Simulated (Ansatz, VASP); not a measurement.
**Two plane-wave programs on Cd**

```
Cd
1.0
     1.59878    0.92306    2.65564
    -1.59878    0.92306    2.65564
     0.00000   -1.84612    2.65564
Cd
1
Cartesian
  0.0000 0.0000 0.0000
```

Alike in both runs: task single point; functional PBE; k mesh 18 × 18 × 18; occupations gaussian, width 0.1 eV; no spin polarisation.

```csv
,VASP,Ansatz
version,VASP 6.6.1,Ansatz 0.2.0
potentials or method,"VASP PAW PBE potentials, release 64 (Cd), cutoff 520 eV","scalar-relativistic, plane waves, PAW"
valence electrons in the cell,12,20
```

VASP gave:

| Item | Value |
| --- | --- |
| gap on the k mesh at the Fermi level (eV) | none |
| pressure (GPa) | -0.9 |
| traceless stress, the component that is largest in VASP (GPa) | -0.16 |

Q: Estimate Ansatz's values.

A: gap on the k mesh at the Fermi level (eV): none; pressure (GPa): -1.1; traceless stress, the component that is largest in VASP (GPa): -0.15.

A gap of «none» marks a metal or a gap that the smearing closes. The functional is the same, so the differences come from potentials, cutoffs and numerics. VASP's potentials hold 12 valence electrons a cell and Ansatz's 20, so a difference there can come from the potentials and not from the codes.
